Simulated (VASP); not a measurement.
# Si12NO22 (a cell with a defect) in VASP: single point with PBE+D3(BJ)

Aim: the single point of Si12NO22 (a cell with a defect) with PBE+D3(BJ).

Program: VASP 6.6.1. These are calculated values, not measurements. Logs are shortened: lines on timing, memory, paths and dates and some standing lists are left out, and cuts for length are marked.

**1. The cell of the first run**

The cell holds a defect, 35 atoms: a = 7.309 Å, b = 7.309 Å, c = 9.836 Å, α = 70.34°, β = 70.34°, γ = 71.28°.

**2. Single point, PBE+D3(BJ), collinear spin, ferromagnetic start**

Contents of INCAR:

```
SYSTEM = Si12NO22
PREC = Accurate
ENCUT = 520
EDIFF = 1E-6
ISMEAR = -1
SIGMA = 0.02
LREAL = Auto
LASPH = .TRUE.
NELM = 200
ALGO = Normal
ISIF = 2
LWAVE = .FALSE.
LCHARG = .TRUE.
ISPIN = 2
MAGMOM = 0 0 0 0 0 0 0 0 0 0 0 0 0 0 0 0 0 0 0 0 0 0 0 0 0 0 0 0 0 0 0 0 0 0 1
LORBIT = 11
GGA = PE
IVDW = 12
LVHAR = .TRUE.
NBANDS = 120
GGA_COMPAT = .FALSE.
KPAR = 2
NCORE = 2
```

Contents of KPOINTS:

```
Automatic mesh
0
G
  2 2 2
  0 0 0
```

Contents of POSCAR:

```
Si12NO22
1.0
   -2.4590000000      4.2591130000      5.4070000000
    4.9180000000      0.0000000000      5.4070000000
    4.9180000000      8.5182260000      0.0000000000
Si O N
12 22 1
Direct
    0.0619891499      0.5621356440      0.9949289304
    0.4011498262      0.9397457243      0.0241176085
    0.0006217290      0.0016484994      0.2579920184
    0.1073130256      0.5725986562      0.4537877031
    0.4120344829      0.9276060077      0.5356131490
    0.0019528130     -0.0136071319      0.7809088584
    0.5928851808      0.0713508066      0.2032212518
    0.9104469253      0.4484440053      0.2599911049
    0.5224364755      0.4990973337      0.5007699275
    0.6170941884      0.0696754633      0.6921913648
    0.8845118159      0.4322076671      0.7935728542
    0.4864293219      0.4970479228      0.0149014730
    0.2958768290      0.4513476589      0.9936483576
    0.1727538126      0.0361337619      0.1025203555
    0.5829198363      0.3103178755      0.1374279915
    0.9261067210      0.2061708471      0.3117134502
    0.5610252486      0.9856784010      0.0826036410
    0.3273856372      0.4592250691      0.4825843418
    0.1938362590      0.0086310525      0.6378883527
    0.9457844524      0.5302811135      0.6152776119
    0.6198421982      0.3048605395      0.6180885114
    0.9229838625      0.1907788918      0.8344646124
    0.5857823950      0.9815692766      0.5731208068
    0.8137753524      0.9561181546      0.2301954238
    0.6776070073      0.5487048778      0.3358802468
    0.4206538740      0.0306507940      0.3592201829
    0.0861922707      0.8140057777      0.3853094891
    0.4545863260      0.6869003828      0.5729501703
    0.8307630945      0.9480361130      0.7291188877
    0.6480491143      0.5268630526      0.8529812353
    0.4377739016      0.0388793490      0.8451014288
    0.0501592601      0.8025551269      0.9239296318
    0.4300990365      0.6988279160      0.0693346278
    0.0082615968      0.4800575710      0.8821341645
    0.0823730796      0.4792449985      0.3259996344
```

Potentials or basis: VASP PAW PBE potentials, release 64 (Si, O, N).

On the command line:

```bash
cat potpaw_PBE.64/Si/POTCAR potpaw_PBE.64/O/POTCAR potpaw_PBE.64/N/POTCAR > POTCAR
mpirun -np 4 vasp_std > vasp.out
```

OUTCAR:

```text
SYSTEM = Si12NO22
   PREC = Accurate
   ENCUT = 520
   EDIFF = 1E-6
   ISMEAR = -1
   LREAL = Auto
   LASPH = .TRUE.
   NELM = 200
   ISIF = 2
   ISPIN = 2
   LORBIT = 11
   GGA = PE
   IVDW = 12
 IVDW          = 12

 ion  position               nearest neighbor table
   1  0.062  0.562  0.995-  34 1.62  13 1.64  32 1.64   8 2.43  12 3.05   6 3.10
   2  0.401  0.940  0.024-  14 1.62  33 1.62  17 1.63  31 1.63   3 3.06  10 3.08   7 3.11  12 3.12

   3  0.001  0.002  0.258-  16 1.62  14 1.62  24 1.63  27 1.63   7 3.06   2 3.06   4 3.09   8 3.12

   4  0.107  0.573  0.454-  18 1.63  20 1.63  27 1.64  35 1.70   9 3.07   3 3.09
   5  0.412  0.928  0.536-  28 1.62  19 1.62  23 1.62  26 1.63   7 3.04  10 3.05   9 3.08
   6  0.002  0.986  0.781-  22 1.62  19 1.62  29 1.63  32 1.63  10 3.04   1 3.10  11 3.13
   7  0.593  0.071  0.203-  17 1.62  24 1.63  26 1.63  15 1.63   5 3.04  12 3.04   3 3.06   2 3.11

   8  0.910  0.448  0.260-  25 1.64  16 1.65  35 1.70   1 2.43   9 3.03   3 3.12
   9  0.522  0.499  0.501-  28 1.62  18 1.62  21 1.63  25 1.64   8 3.03  10 3.06   4 3.07   5 3.08

  10  0.617  0.070  0.692-  23 1.62  29 1.62  21 1.63  31 1.63   6 3.04   5 3.05   9 3.06   2 3.08
[... 25 lines left out ...]
  34  0.008  0.480  0.882-   1 1.62  11 1.62
  35  0.082  0.479  0.326-   8 1.70   4 1.70

  LATTYP: Found a base centered monoclinic cell.
 ALAT       =    11.8797862164
 B/A-ratio  =     0.7170352857
 C/A-ratio  =     0.8279610367
 COS(beta)  =    -0.4139805183

  Lattice vectors:

 A1 = (   2.4590000000,  -4.2591130000,  -5.4070000000)
 A2 = (  -4.9180000000,   0.0000000000,  -5.4070000000)
 A3 = (   4.9180000000,   8.5182260000,   0.0000000000)

Analysis of symmetry for initial positions (statically):
=====================================================================
 Subroutine PRICEL returns:
 Original cell was already a primitive cell.

 Routine SETGRP: Setting up the symmetry group for a
 base centered monoclinic supercell.

 Subroutine GETGRP returns: Found  1 space group operations
 (whereof  1 operations were pure point group operations)
 out of a pool of  4 trial point group operations.

The static configuration has the point symmetry C_1 .

Analysis of symmetry for dynamics (positions and initial velocities):
=====================================================================
 Subroutine PRICEL returns:
 Original cell was already a primitive cell.

 Routine SETGRP: Setting up the symmetry group for a
 base centered monoclinic supercell.

 Subroutine GETGRP returns: Found  1 space group operations
 (whereof  1 operations were pure point group operations)
 out of a pool of  4 trial point group operations.

The dynamic configuration has the point symmetry C_1 .

Analysis of structural, dynamic, and magnetic symmetry:
=====================================================================
 Subroutine PRICEL returns:
 Original cell was already a primitive cell.

 Routine SETGRP: Setting up the symmetry group for a
 base centered monoclinic supercell.

 Subroutine GETGRP returns: Found  1 space group operations
 (whereof  1 operations were pure point group operations)
 out of a pool of  4 trial point group operations.

The overall configuration has the point symmetry C_1 .

 Subroutine INISYM returns: Found  1 space group operations
 (whereof  1 operations are pure point group operations),
 and found     1 'primitive' translations

----------------------------------------------------------------------------------------

                                     Primitive cell

  volume of cell :     453.0270

  direct lattice vectors                    reciprocal lattice vectors
    -2.459000000  4.259113000  5.407000000    -0.101667344  0.058697668  0.092472721
     4.918000000  0.000000000  5.407000000     0.101667344 -0.058697668  0.092472721
     4.918000000  8.518226000  0.000000000     0.050833672  0.088046502 -0.046236360

  length of vectors
     7.309061058  7.309061020  9.836000111     0.149441859  0.149441859  0.111687285

  position of ions in fractional coordinates (direct lattice)
     0.061989150  0.562135644  0.994928930
     0.401149826  0.939745724  0.024117608
[... 109 lines left out ...]
   number of dos      NEDOS =    301   number of ions     NIONS =     35
   total plane-waves  NPLWV = 233280
   dimension x,y,z NGX =    54 NGY =   54 NGZ =   80
   dimension x,y,z NGXF=   108 NGYF=  108 NGZF=  160
   ions per type =              12  22   1
   NGX,Y,Z   is equivalent  to a cutoff of  12.28, 12.28, 13.52 a.u.
   NGXF,Y,Z  is equivalent  to a cutoff of  24.56, 24.56, 27.04 a.u.
 SYSTEM =  Si12NO22
   PREC   = accura    normal or accurate (medium, high low for compatibility)
   ISTART =      0    job   : 0-new  1-cont  2-samecut
   ICHARG =      2    charge: 1-file 2-atom 10-const
   ISPIN  =      2    spin polarized calculation?
   LNONCOLLINEAR =      F non collinear calculations
   LSORBIT =      F    spin-orbit coupling
   LASPH  =      T    aspherical Exc in radial PAW
   ENCUT  =  520.0 eV  38.22 Ry    6.18 a.u.  13.59 13.59 18.29*2*pi/ulx,y,z
   NELM   =    200;   NELMIN=  2; NELMDL= -5     # of ELM steps
   EDIFF  = 0.1E-05   stopping-criterion for ELM
   LREAL  =      T    real-space projection
   EDIFFG = 0.1E-04   stopping-criterion for IOM
   NSW    =      0    number of steps for IOM
   IBRION =     -1    ionic relax: 0-MD 1-quasi-New 2-CG
   NFREE  =      0    steps in history (QN), initial steepest desc. (CG)
   ISIF   =      2    stress and relaxation
   ISYM   =      2    0-nonsym 1-usesym 2-fastsym
   POTIM  = 0.5000    time-step for ionic-motion
   TEBEG  =    0.0;   TEEND  =   0.0 temperature during run
   PSTRESS=    0.0 pullay stress
   NELECT =     185.0000    total number of electrons
   NUPDOWN=      -1.0000    fix difference up-down
   EMIN   =  10.00;   EMAX   =-10.00  energy-range for DOS
   EFERMI =   0.00;   METHOD = LEGACY
   ISMEAR =    -1;   SIGMA  =   0.02  broadening in eV -4-tet -1-fermi 0-gaus
   EFERMI_NEDOS =   21; number of points for ismear=-14 and -15
   IALGO  =     38    algorithm
   IMIX   =      4    mixing-type and parameters
     AMIX     =   0.40;   BMIX     =  1.00
     AMIX_MAG =   1.60;   BMIX_MAG =  1.00
  volume/ion in A,a.u.               =      12.94        87.35
  Fermi-wavevector in a.u.,A,eV,Ry     =   1.214574  2.295212 20.071186  1.475191
  Thomas-Fermi vector in A             =   2.349990
   LORBIT       =     11    0 simple, 1 ext, 2 COOP (PROOUT), +10 PAW based schemes
   GGA     = PE    functional components
   LHFCALC =     F    Hartree Fock is set to
   AEXX    =    0.0000 exact exchange contribution
   IVDW    =    12    specifies the selected vdW correction
   LEPSILON=     F    determine dielectric tensor
   LRPA    =     F    only Hartree local field effects (RPA)
 spin polarized calculation
  energy-cutoff  :      520.00
  volume of cell :      453.03
 maximum number of plane-waves:     12232
   NGX = 27   NGY = 27   NGZ = 37

 number of electron     184.9999989 magnetization       0.9999999

 Free energy of the ion-electron system (eV)
  ---------------------------------------------------
  ext. energy  EPLUGINS =         0.00000000
  ---------------------------------------------------
  free energy    TOTEN  =      -272.55590187 eV

  energy without entropy =     -272.55590187  energy(sigma->0) =     -272.55590187

 E-fermi :   2.4193     XC(G=0):  -9.1542

 val. band max:        2.0566660401   @ k =   0.5000   0.5000   0.5000
 cond. band min:       2.7889733531   @ k =   0.0000   0.5000  -0.0000
 fundamental gap:      0.7323073131
 Fermi energy:         2.4193371634

 spin component 1

 k-point     1 :       0.0000    0.0000    0.0000
  band No.  band energies     occupation
      1     -18.2298      1.00000
      2     -17.7917      1.00000
      3     -17.7200      1.00000
      4     -17.5177      1.00000
      5     -17.3412      1.00000
      6     -17.3024      1.00000
[... 845 lines left out ...]
    103      10.2144      0.00000
    104      10.2434      0.00000
 Fermi energy:         2.4193371634

 spin component 2

 k-point     1 :       0.0000    0.0000    0.0000
  band No.  band energies     occupation
      1     -18.2234      1.00000
      2     -17.7876      1.00000
      3     -17.7100      1.00000
      4     -17.4951      1.00000
      5     -17.3374      1.00000
      6     -17.2952      1.00000
[... 845 lines left out ...]
    103      10.2310      0.00000
    104      10.2740      0.00000
 [bands above 104 left out]

------------------------ aborting loop because EDIFF is reached ----------------------------------------

 Edisp (eV)   -5.04030

 E8    (eV) :    -1.7178

  FORCE on cell =-STRESS in cart. coord.  units (eV):
  Direction    XX          YY          ZZ          XY          YZ          ZX
  --------------------------------------------------------------------------------------
  -------------------------------------------------------------------------------------
  Total       1.71362    -2.31458    -0.06078    -1.06615     5.24461     0.88698
  in kB       6.06040    -8.18574    -0.21495    -3.77054    18.54811     3.13691
  external pressure =       -0.78 kB  Pullay stress =        0.00 kB

 VOLUME and BASIS-vectors are now :
 -----------------------------------------------------------------------------
  energy-cutoff  :      520.00
  volume of cell :      453.03
      direct lattice vectors                 reciprocal lattice vectors
    -2.459000000  4.259113000  5.407000000    -0.101667344  0.058697668  0.092472721
     4.918000000  0.000000000  5.407000000     0.101667344 -0.058697668  0.092472721
     4.918000000  8.518226000  0.000000000     0.050833672  0.088046502 -0.046236360

 POSITION                                       TOTAL-FORCE (eV/Angst)
 -----------------------------------------------------------------------------------
      7.50521      8.73905      3.37464         0.014073      0.033478     -0.050734
      3.75385      1.91398      7.25022         0.005242     -0.011823      0.005040
      1.27538      2.20028      0.01228         0.010673      0.008819      0.003162
      4.78389      4.32252      3.67628        -0.022681     -0.014878     -0.031598
      6.18292      6.31738      7.24344         0.020722     -0.002485     -0.011005
      8.68679      6.66028      5.34399         0.001996      0.026448      0.011616
[... 27 lines left out ...]
      6.67894      7.54941      2.64034         0.011557     -0.014345     -0.009144
      3.75764      3.12777      3.03667         0.017054      0.002643      0.010095
 -----------------------------------------------------------------------------------
    total drift:                                0.008501     -0.010816     -0.005657

  FREE ENERGIE OF THE ION-ELECTRON SYSTEM (eV)
  ---------------------------------------------------
  free  energy   TOTEN  =      -277.5962009734 eV

  energy  without entropy=     -277.5962009713  energy(sigma->0) =     -277.59620097

 total charge

# of ion       s       p       d       tot
------------------------------------------
    1        0.672   0.933   0.000   1.605
    2        0.640   0.985   0.000   1.625
    3        0.642   0.984   0.000   1.626
    4        0.650   0.983   0.000   1.634
    5        0.641   0.988   0.000   1.629
    6        0.639   0.980   0.000   1.619
[... 27 lines left out ...]
   34        1.547   3.690   0.000   5.237
   35        1.265   2.505   0.000   3.770
--------------------------------------------------
tot         43.145  95.264   0.000 138.409

 magnetization (x)

# of ion       s       p       d       tot
------------------------------------------
    1        0.007   0.012   0.000   0.019
    2       -0.000  -0.000   0.000  -0.000
    3       -0.000   0.000   0.000   0.000
    4       -0.003  -0.005   0.000  -0.008
    5       -0.000  -0.000   0.000  -0.000
    6       -0.000   0.000   0.000   0.000
[... 27 lines left out ...]
   34        0.001   0.013   0.000   0.014
   35        0.016   0.483   0.000   0.499
--------------------------------------------------
tot          0.025   0.612   0.000   0.637
```

Wall time 18 min (4 MPI ranks of Intel Xeon Platinum 8488C (Sapphire Rapids), shared host); peak memory 0.6 GiB.

Results:

```yaml
Free_energy: -277.5962 eV
Pressure: -0.1 GPa
Largest_force: 0.066 eV/Å
Band_gap_on_the_k_mesh: 0.73 eV
Net_moment: 1.00 μB per cell
Site_moments: Si +0.02, -0.00, +0.00, -0.01 (each value once); O +0.00, -0.00, +0.03, +0.01, +0.04 (each value once); N +0.50 μB
Valence_electrons_inside_the_program's_atomic_spheres: Si 1.60, 1.62, 1.63, 1.64 (each value once); O 5.23, 5.24, 5.22, 5.25, 5.21 (each value once); N 3.77
Dispersion_energy_per_atom: -0.144 eV
```

Forces in eV/Å, atoms in the order of the input:
```
Si   0.014  0.033 -0.051
Si   0.005 -0.012  0.005
Si   0.011  0.009  0.003
Si  -0.023 -0.015 -0.032
Si   0.021 -0.002 -0.011
Si   0.002  0.026  0.012
Si  -0.017 -0.010  0.001
Si  -0.023 -0.033  0.052
Si   0.006  0.022  0.000
Si  -0.016 -0.002  0.002
Si  -0.008  0.005  0.012
Si   0.010  0.008 -0.003
O    0.009  0.017  0.006
O   -0.003  0.014 -0.007
O   -0.003  0.001 -0.004
O    0.002 -0.006  0.015
O    0.009  0.000 -0.004
O    0.011 -0.004  0.000
O   -0.007  0.006 -0.004
O   -0.013  0.004  0.012
O   -0.005 -0.005 -0.006
O    0.000 -0.016  0.010
O    0.007 -0.009 -0.006
O    0.000  0.005  0.000
O    0.001  0.001  0.001
O   -0.007  0.004  0.001
O   -0.012 -0.001 -0.014
O    0.000 -0.020  0.005
O    0.009  0.000 -0.002
O    0.007  0.004 -0.004
O   -0.008  0.004  0.002
O   -0.003 -0.009  0.002
O   -0.004 -0.008  0.006
O    0.012 -0.014 -0.009
N    0.017  0.003  0.010
```

Caveat: the k points lie up to 0.47 Å⁻¹ apart.
